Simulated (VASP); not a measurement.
Ti3Se:

```
Se Ti
1.0
     3.26016    0.00000    0.00000
    -1.63008    2.82338    0.00000
     0.00000    0.00000    8.09852
Se Ti
1 3
Direct
  0.00000 0.00000 0.00000
  0.66667 0.33333 0.50000
  0.33333 0.66667 0.77290
  0.33333 0.66667 0.22710
```

Base run:

```yaml
Program: VASP 6.6.1
Functional: r2SCAN
Potentials_or_basis: VASP PAW PBE potentials, release 64 (Se, Ti_sv)
Cutoff: 520 eV
k_mesh: 10 × 10 × 4
Occupations: fermi-dirac, width 0.05 eV
Spin: no spin polarisation
```

Its results: band gap on the k mesh zero (band 21 reaches 7.96 eV, above the bottom of band 22 at 7.32 eV); pressure -6.4 GPa; largest force 0.203 eV/Å.

Question: The run is repeated on the same cell with these changes: functional from r2SCAN to PBE. What comes out?

Answer: Band gap on the k mesh zero (band 21 reaches 7.83 eV, above the bottom of band 22 at 7.29 eV); pressure -5.7 GPa; largest force 0.111 eV/Å.

Caveats: the PAW data sets were made with another functional, which shifts forces and pressure a little (some runs).
